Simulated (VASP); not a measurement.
**HfO2: single point with RPBE**

The system is HfO2.

```
O Hf
1.0
     3.62967    0.00000    0.00000
     0.00000    3.62967    0.00000
     0.00000    0.00000    5.34501
O Hf
4 2
Direct
  0.00000 0.50000 0.18752
  0.00000 0.50000 0.68752
  0.50000 0.00000 0.31248
  0.50000 0.00000 0.81248
  0.00000 0.00000 0.00000
  0.50000 0.50000 0.50000
```

```json
{
 "Program": "VASP 6.6.1",
 "Task": "single point",
 "Functional": "RPBE",
 "Potentials or basis": "VASP PAW PBE potentials, release 64 (O, Hf_pv)",
 "Cutoff": "520 eV",
 "k mesh": "5 × 5 × 4, shifted",
 "Occupations": "fermi-dirac, width 0.1 eV",
 "Spin": "no spin polarisation"
}
```

```
Pressure               : -3.0 GPa
Largest force          : 0.057 eV/Å
Band gap on the k mesh : 5.10 eV
```

Forces on the atoms (eV/Å):
```
O    0.000  0.000 -0.057
O    0.000  0.000 -0.057
O    0.000  0.000  0.057
O    0.000  0.000  0.057
Hf   0.000  0.000  0.000
Hf   0.000  0.000  0.000
```

Stress tensor (GPa, compression positive):
```
-3.10  0.00  0.00
 0.00 -3.10  0.00
 0.00  0.00 -2.87
```

Levels at points of the mesh, in eV from the valence-band top:
| k point | band 19 | band 20 | band 21 | band 22 | band 23 | band 24 | band 25 | band 26 |
| --- | --- | --- | --- | --- | --- | --- | --- | --- |
| (0.10, 0.10, 0.12) | -0.89 | -0.43 | -0.18 | 0.00 | 5.10 | 5.11 | 5.93 | 6.03 |

Run time: 24 s on 1 thread of AMD EPYC 7R13 (shared host), peak memory 0.15 GiB.

Caveat: the cell stands under tension; the PAW data sets were made with another functional, which shifts forces and pressure a little; spin-orbit coupling is left out, which moves the levels of the heavy elements; a shifted mesh leaves out Γ, where band edges can lie. A k mesh can miss the band edges.
